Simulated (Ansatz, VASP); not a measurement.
**One calculation of Be3Cl2, two programs**

```xyz
5
Lattice="4.3159 -3.0284 -0.0015 4.3159 3.0284 -0.0015 -1.0605 0.0000 3.8206" Properties=species:S:1:pos:R:3 pbc="T T T"
Be    5.2588    0.9246    0.2556
Be    2.3124    0.9246    3.5620
Be    3.7856    1.2572    1.9088
Cl    6.8774   -0.2913    0.5514
Cl    0.6938   -0.2913    3.2662
```

Alike in both runs: functional PBE; k mesh 6 × 6 × 8; occupations gaussian, width 0.02 eV; no spin polarisation.

Ansatz relaxed the structure, and its values are those at the end. VASP's run is a single point on that final structure, the one shown.

|  | VASP | Ansatz |
| --- | --- | --- |
| version | VASP 6.6.1 | Ansatz 0.2.0 |
| potentials or method | VASP PAW PBE potentials, release 64 (Be, Cl), cutoff 520 eV | scalar-relativistic, plane waves, PAW |
| valence electrons in the cell | 20 | 20 |

|  | VASP | Ansatz | Ansatz less VASP |
| --- | --- | --- | --- |
| gap on the k mesh at the Fermi level (eV) | 1.19 | 1.18 | -0.003 |
| least direct gap on the mesh (eV) | 1.35 | 1.34 | -0.003 |
| pressure (GPa) | 0.0 | 0.0 | 0.00 |
| rms of the force components (eV/Å) | 0.004 | 0.002 | -0.0017 |
